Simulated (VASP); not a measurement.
A run of VASP 6.6.1 is set up as follows.

POSCAR

```
GaCuSe2
1.0
   -2.8591267080      2.8591267080      5.6581160921
    2.8591267080     -2.8591267080      5.6581160921
    2.8591267080      2.8591267080     -5.6581160921
Cu Se Ga
2 4 2
Direct
    0.0000000000      0.0000000000      0.0000000000
    0.7500000000      0.2500000000      0.5000000000
    0.3750000000      0.3713580966      0.4963580966
    0.1213580966      0.6250000000     -0.0036419034
    0.8750000000      0.8786419034      0.5036419034
    0.6286419034      0.1250000000      0.0036419034
    0.5000000000      0.5000000000      0.0000000000
    0.2500000000      0.7500000000      0.5000000000
```

Contents of INCAR.step1:

```
SYSTEM = GaCuSe2
PREC = Accurate ; ENCUT = 520
ISMEAR = 0 ; SIGMA = 0.01
LREAL = .False. ; LASPH = .True.
NELM = 80 ; NBANDS = 46
GGA = PE ; ALGO = Normal
EDIFF = 1E-4 ; LWAVE = .True.
LCHARG = .False.
```

Contents of INCAR.step2:

```
SYSTEM = GaCuSe2
PREC = Accurate ; ENCUT = 520
EDIFF = 1E-6 ; ISMEAR = 0
SIGMA = 0.01 ; LREAL = .False.
LASPH = .True. ; NELM = 80
ALGO = Normal ; ISIF = 2
LWAVE = .False. ; LCHARG = .False.
METAGGA = R2SCAN ; LMIXTAU = .True.
NBANDS = 46 ; ISTART = 1
```

The input KPOINTS:

```
Automatic mesh
0
Gamma
  6 6 6
  0 0 0
```

Potentials or basis: VASP PAW PBE potentials, release 64 (Cu, Se, Ga_d).

Launch:

```bash
$ cat potpaw_PBE.64/Cu/POTCAR potpaw_PBE.64/Se/POTCAR potpaw_PBE.64/Ga_d/POTCAR > POTCAR
$ cp INCAR.step1 INCAR
$ mpirun -np 1 vasp_std > vasp.out
$ cp INCAR.step2 INCAR
$ mpirun -np 1 vasp_std > vasp.out
```

Question: What does it give for the largest force?

Answer: 0.083 eV/Å.

Question: Predict the band gap on the k mesh.

Answer: 0.29 eV.

Forces in eV/Å, atoms in the order of the input:
```
Cu   0.000  0.000  0.000
Cu   0.000  0.000  0.000
Se   0.083  0.000  0.000
Se   0.000  0.083  0.000
Se  -0.083  0.000  0.000
Se   0.000 -0.083  0.000
Ga   0.000  0.000  0.000
Ga   0.000  0.000  0.000
```

Caveat: the cell stands under tension; the PAW data sets were made with another functional, which shifts forces and pressure a little.
